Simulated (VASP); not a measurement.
# Re in VASP: notebook, part 2 of 2

VASP 6.6.1.

### Step 4. Single point, PBE

Contents of INCAR:

```
PREC = Accurate ; ENCUT = 520
EDIFF = 1E-7 ; ISMEAR = 0
SIGMA = 0.1 ; LREAL = False
LASPH = True ; NELM = 100
ALGO = Normal ; ISIF = 2
LWAVE = False ; LCHARG = False
LDIPOL = True ; IDIPOL = 3
DIPOL = 0.5 0.5 0.500 ; GGA = PE
NBANDS = 30
```

Contents of KPOINTS:

```
Automatic mesh
0
Gamma
  15 15 1
```

Contents of POSCAR:

```
Re
1.0
    2.7748241522      0.0000000000      0.0000000000
   -1.3874120761      2.4030682069      0.0000000000
    0.0000000000      0.0000000000     26.2105595253
Re
6
Direct
    0.6666666667      0.3333333333      0.2895824575
    0.3333333333      0.6666666667      0.3696803042
    0.6666666667      0.3333333333      0.4587332139
    0.3333333333      0.6666666667      0.5412667854
    0.6666666667      0.3333333333      0.6303196966
    0.3333333333      0.6666666667      0.7104175426
```

Potentials or basis: VASP PAW PBE potentials, release 64 (Re).

Launch:

```console
$ cat potpaw_PBE.64/Re/POTCAR > POTCAR
$ mpirun -np 1 vasp_std > vasp.out
```

OUTCAR:

```text
PREC = Accurate
   ENCUT = 520
   EDIFF = 1E-7
   ISMEAR = 0
   LREAL = False
   LASPH = True
   NELM = 100
   ISIF = 2
   GGA = PE

 ion  position               nearest neighbor table
   1  0.667  0.333  0.290-   2 2.64   2 2.64   2 2.64
   2  0.333  0.667  0.370-   1 2.64   1 2.64   1 2.64   3 2.83   3 2.83   3 2.83
   3  0.667  0.333  0.459-   4 2.69   4 2.69   4 2.69   2 2.83   2 2.83   2 2.83
   4  0.333  0.667  0.541-   3 2.69   3 2.69   3 2.69   5 2.83   5 2.83   5 2.83
   5  0.667  0.333  0.630-   6 2.64   6 2.64   6 2.64   4 2.83   4 2.83   4 2.83
   6  0.333  0.667  0.710-   5 2.64   5 2.64   5 2.64

  LATTYP: Found a hexagonal cell.
 ALAT       =     2.7748241522
 C/A-ratio  =     9.4458452456

  Lattice vectors:

 A1 = (   2.7748241522,   0.0000000000,   0.0000000000)
 A2 = (  -1.3874120761,   2.4030682069,   0.0000000000)
 A3 = (   0.0000000000,   0.0000000000,  26.2105595253)

Analysis of symmetry for initial positions (statically):
=====================================================================
 Subroutine PRICEL returns:
 Original cell was already a primitive cell.

 Routine SETGRP: Setting up the symmetry group for a
 hexagonal supercell.

 Subroutine GETGRP returns: Found 12 space group operations
 (whereof 12 operations were pure point group operations)
 out of a pool of 24 trial point group operations.

The static configuration has the point symmetry D_3d.

Analysis of symmetry for dynamics (positions and initial velocities):
=====================================================================
 Subroutine PRICEL returns:
 Original cell was already a primitive cell.

 Routine SETGRP: Setting up the symmetry group for a
 hexagonal supercell.

 Subroutine GETGRP returns: Found 12 space group operations
 (whereof 12 operations were pure point group operations)
 out of a pool of 24 trial point group operations.

The dynamic configuration has the point symmetry D_3d.

 Subroutine INISYM returns: Found 12 space group operations
 (whereof 12 operations are pure point group operations),
 and found     1 'primitive' translations

----------------------------------------------------------------------------------------

                                     Primitive cell

  volume of cell :     174.7744

  direct lattice vectors                    reciprocal lattice vectors
     2.774824152  0.000000000  0.000000000     0.360383197  0.208067336  0.000000000
    -1.387412076  2.403068207  0.000000000     0.000000000  0.416134672  0.000000000
     0.000000000  0.000000000 26.210559525     0.000000000  0.000000000  0.038152562

  length of vectors
     2.774824152  2.774824152 26.210559525     0.416134672  0.416134672  0.038152562

  position of ions in fractional coordinates (direct lattice)
     0.666666667  0.333333333  0.289582458
     0.333333333  0.666666667  0.369680304
     0.666666667  0.333333333  0.458733214
     0.333333333  0.666666667  0.541266785
     0.666666667  0.333333333  0.630319697
     0.333333333  0.666666667  0.710417543

  ion indices of the primitive-cell ions
   primitive index   ion index
                 1           1
                 2           2
                 3           3
                 4           4
                 5           5
[... 55 lines left out ...]
   k-points           NKPTS =     27   k-points in BZ     NKDIM =     27   number of bands    NBANDS=     30
   number of dos      NEDOS =    301   number of ions     NIONS =      6
   total plane-waves  NPLWV = 112896
   dimension x,y,z NGX =    24 NGY =   24 NGZ =  196
   dimension x,y,z NGXF=    48 NGYF=   48 NGZF=  392
   ions per type =               6
   NGX,Y,Z   is equivalent  to a cutoff of  14.38, 14.38, 12.43 a.u.
   NGXF,Y,Z  is equivalent  to a cutoff of  28.76, 28.76, 24.86 a.u.
 SYSTEM =  unknown system
   PREC   = accura    normal or accurate (medium, high low for compatibility)
   ISTART =      0    job   : 0-new  1-cont  2-samecut
   ICHARG =      2    charge: 1-file 2-atom 10-const
   ISPIN  =      1    spin polarized calculation?
   LNONCOLLINEAR =      F non collinear calculations
   LSORBIT =      F    spin-orbit coupling
   LASPH  =      T    aspherical Exc in radial PAW
   ENCUT  =  520.0 eV  38.22 Ry    6.18 a.u.   5.16  5.16 48.73*2*pi/ulx,y,z
   NELM   =    100;   NELMIN=  2; NELMDL= -5     # of ELM steps
   EDIFF  = 0.1E-06   stopping-criterion for ELM
   LREAL  =      F    real-space projection
   EDIFFG = 0.1E-05   stopping-criterion for IOM
   NSW    =      0    number of steps for IOM
   IBRION =     -1    ionic relax: 0-MD 1-quasi-New 2-CG
   NFREE  =      0    steps in history (QN), initial steepest desc. (CG)
   ISIF   =      2    stress and relaxation
   ISYM   =      2    0-nonsym 1-usesym 2-fastsym
   POTIM  = 0.5000    time-step for ionic-motion
   TEBEG  =    0.0;   TEEND  =   0.0 temperature during run
   PSTRESS=    0.0 pullay stress
   NELECT =      42.0000    total number of electrons
   NUPDOWN=      -1.0000    fix difference up-down
   EMIN   =  10.00;   EMAX   =-10.00  energy-range for DOS
   EFERMI =   0.00;   METHOD = LEGACY
   ISMEAR =     0;   SIGMA  =   0.10  broadening in eV -4-tet -1-fermi 0-gaus
   EFERMI_NEDOS =   21; number of points for ismear=-14 and -15
   IALGO  =     38    algorithm
   IMIX   =      4    mixing-type and parameters
     AMIX     =   0.40;   BMIX     =  1.00
     AMIX_MAG =   1.60;   BMIX_MAG =  1.00
  volume/ion in A,a.u.               =      29.13       196.57
  Fermi-wavevector in a.u.,A,eV,Ry     =   1.017807  1.923376 14.094690  1.035930
  Thomas-Fermi vector in A             =   2.151229
   LORBIT       =      0    0 simple, 1 ext, 2 COOP (PROOUT), +10 PAW based schemes
   GGA     = PE    functional components
   LHFCALC =     F    Hartree Fock is set to
   AEXX    =    0.0000 exact exchange contribution
   IVDW    =     0    specifies the selected vdW correction
   LEPSILON=     F    determine dielectric tensor
   LRPA    =     F    only Hartree local field effects (RPA)
 non-spin polarized calculation
 Gauss-broadening in eV      SIGMA  =   0.10
  energy-cutoff  :      520.00
  volume of cell :      174.77
 maximum number of plane-waves:      4739
 NGX is ok and might be reduce to    24
   NGX = 11   NGY = 11   NGZ = 97

 dipolmoment           0.000000      0.000000      0.000000 electrons x Angstroem

 number of electron      41.9999998 magnetization

 dipolmoment           0.000000      0.000000     -0.000000 electrons x Angstroem

 Free energy of the ion-electron system (eV)
  ---------------------------------------------------
  ext. energy  EPLUGINS =         0.00000000
  ---------------------------------------------------
  free energy    TOTEN  =       -72.41480750 eV

  energy without entropy =      -72.39584275  energy(sigma->0) =      -72.40532512

 E-fermi :   1.5904     XC(G=0):  -7.7530

 val. band max:        1.5807885583   @ k =   0.1333   0.1333   0.0000
 cond. band min:       1.5940601394   @ k =   0.4000   0.0667   0.0000
 fundamental gap:      0.0132715811
 Fermi energy:         1.5904047515

 k-point     1 :       0.0000    0.0000    0.0000
  band No.  band energies     occupation
      1      -7.8436      2.00000
      2      -7.1667      2.00000
      3      -6.1732      2.00000
      4      -5.1517      2.00000
      5      -4.8715      2.00000
      6      -4.8495      2.00000
[... 781 lines left out ...]
     29       5.4610      0.00000
     30       5.5313      0.00000

 [... further k-points ...]

------------------------ aborting loop because EDIFF is reached ----------------------------------------

 vacuum level on the upper side and lower side of the slab       (xc-potential included)        -0.168        -0.168

  FORCE on cell =-STRESS in cart. coord.  units (eV):
  Direction    XX          YY          ZZ          XY          YZ          ZX
  --------------------------------------------------------------------------------------
  -------------------------------------------------------------------------------------
  Total       -2.6752616     -2.6752616     -0.4815913      0.0000000      0.0000000      0.0000000
  in kB      -24.5244337    -24.5244337     -4.4148032      0.0000000      0.0000000      0.0000000
  external PRESSURE =     -17.8212235 kB  Pullay stress =       0.0000000 kB

 VOLUME and BASIS-vectors are now :
 -----------------------------------------------------------------------------
  energy-cutoff  :      520.00
  volume of cell :      174.77
      direct lattice vectors                 reciprocal lattice vectors
     2.774824152  0.000000000  0.000000000     0.360383197  0.208067336  0.000000000
    -1.387412076  2.403068207  0.000000000     0.000000000  0.416134672  0.000000000
     0.000000000  0.000000000 26.210559525     0.000000000  0.000000000  0.038152562

 POSITION                                       TOTAL-FORCE (eV/Angst)
 -----------------------------------------------------------------------------------
      1.38741      0.80102      7.59012        -0.000000      0.000000      0.064460
     -0.00000      1.60205      9.68953        -0.000000     -0.000000     -0.061432
      1.38741      0.80102     12.02365         0.000000     -0.000000      0.040365
     -0.00000      1.60205     14.18691        -0.000000      0.000000     -0.040365
      1.38741      0.80102     16.52103        -0.000000      0.000000      0.061432
     -0.00000      1.60205     18.62044         0.000000     -0.000000     -0.064460
 -----------------------------------------------------------------------------------
    total drift:                                0.000000      0.000000     -0.000003

  FREE ENERGIE OF THE ION-ELECTRON SYSTEM (eV)
  ---------------------------------------------------
  free  energy   TOTEN  =       -72.4148074953 eV

  energy  without entropy=      -72.3958427526  energy(sigma->0) =      -72.40532512

 vacuum level on the upper side and lower side of the slab         6.313         6.313
```

Wall time 7 min (1 thread of Intel Xeon Platinum 8259CL at 2.50GHz (Skylake/Cascade Lake), shared host); peak memory 0.35 GiB.

What came out:

| Quantity | Value |
| --- | --- |
| Free energy | -72.4148 eV |
| Largest force | 0.064 eV/Å |
| Band gap on the k mesh | zero (bands 21 and 22 overlap by 2.45 eV) |

Forces on the atoms (eV/Å):
```
Re   0.000  0.000  0.064
Re   0.000  0.000 -0.061
Re   0.000  0.000  0.040
Re   0.000  0.000 -0.040
Re   0.000  0.000  0.061
Re   0.000  0.000 -0.064
```

Caveat: spin-orbit coupling is left out, which moves the levels of the heavy elements.
